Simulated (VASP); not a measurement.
Ti: relaxation of the atoms with PBE+D3(BJ)

The system is Ti, a slab with vacuum.

```
Ti
1.0
     5.77293    0.00000    0.00000
    -2.88646    4.99950    0.00000
     0.00000    0.00000   22.86112
Ti
16
Direct
  0.33333 0.16667 0.34994
  0.33333 0.66667 0.34994
  0.83333 0.16667 0.34994
  0.83333 0.66667 0.34994
  0.16667 0.33333 0.44998
  0.16667 0.83333 0.44998
  0.66667 0.33333 0.44998
  0.66667 0.83333 0.44998
  0.33333 0.16667 0.55002
  0.33333 0.66667 0.55002
  0.83333 0.16667 0.55002
  0.83333 0.66667 0.55002
  0.16667 0.33333 0.65006
  0.16667 0.83333 0.65006
  0.66667 0.33333 0.65006
  0.66667 0.83333 0.65006
```

```
Program                   : VASP 6.6.1
Task                      : relaxation of the atoms
Functional                : PBE
Dispersion                : D3(BJ)
Potentials or basis       : VASP PAW PBE potentials, release 64 (Ti_sv)
Cutoff                    : 520 eV
k mesh                    : 4 × 4 × 1
Occupations               : gaussian, width 0.1 eV
Spin                      : no spin polarisation
Dipole correction         : yes
Atoms held fixed (from 0) : [0, 1, 2, 3, 4, 5, 6, 7]
Further INCAR settings    : LREAL = Auto; ALGO = Normal; EDIFF = 1e-07; IBRION = 2; EDIFFG = -0.03; NSW = 90
```

- Energy gained by relaxing: 8.9 meV/atom
- Ionic steps: 4
- Band gap on the k mesh: zero (bands 96 and 97 overlap by 0.68 eV)
- Dispersion energy per atom: -0.468 eV

Step by step:
| step | energy change (eV) | largest force on free atoms (eV/Å) | pressure (GPa) |
| --- | --- | --- | --- |
| 1 | 0.0000 | 0.6559 | -1.31 |
| 2 | -0.0957 | 0.3918 | -1.19 |
| 3 | -0.1397 | 0.1048 | -1.05 |
| 4 | -0.1420 | 0.0211 | -0.99 |

Final structure:
```
Ti
1.0
     5.77293    0.00000    0.00000
    -2.88646    4.99950    0.00000
     0.00000    0.00000   22.86112
Ti
16
Direct
  0.33333 0.16667 0.34994
  0.33333 0.66667 0.34994
  0.83333 0.16667 0.34994
  0.83333 0.66667 0.34994
  0.16667 0.33333 0.44998
  0.16667 0.83333 0.44998
  0.66667 0.33333 0.44998
  0.66667 0.83333 0.44998
  0.33333 0.16667 0.55322
  0.33333 0.66667 0.55322
  0.83333 0.16667 0.55322
  0.83333 0.66667 0.55322
  0.16667 0.33333 0.64801
  0.16667 0.83333 0.64801
  0.66667 0.33333 0.64801
  0.66667 0.83333 0.64801
```

Levels at points of the mesh, in eV from the Fermi level:
| k point | band 90 | band 91 | band 92 | band 93 | band 94 | band 95 | band 96 | band 97 | band 98 | band 99 |
| --- | --- | --- | --- | --- | --- | --- | --- | --- | --- | --- |
| (0.00, 0.00, 0.00) | -0.27 | -0.04 | 0.09 | 0.09 | 0.09 | 0.48 | 0.52 | 0.56 | 0.56 | 0.56 |
| (0.50, 0.00, 0.00) | -0.63 | -0.54 | -0.54 | -0.34 | -0.34 | -0.29 | -0.29 | -0.15 | -0.15 | 0.02 |

It took 22 min on 4 MPI ranks on AMD EPYC 7R43 64-Core Processor (Zen 3) (shared host), peak memory 1 GiB a rank.
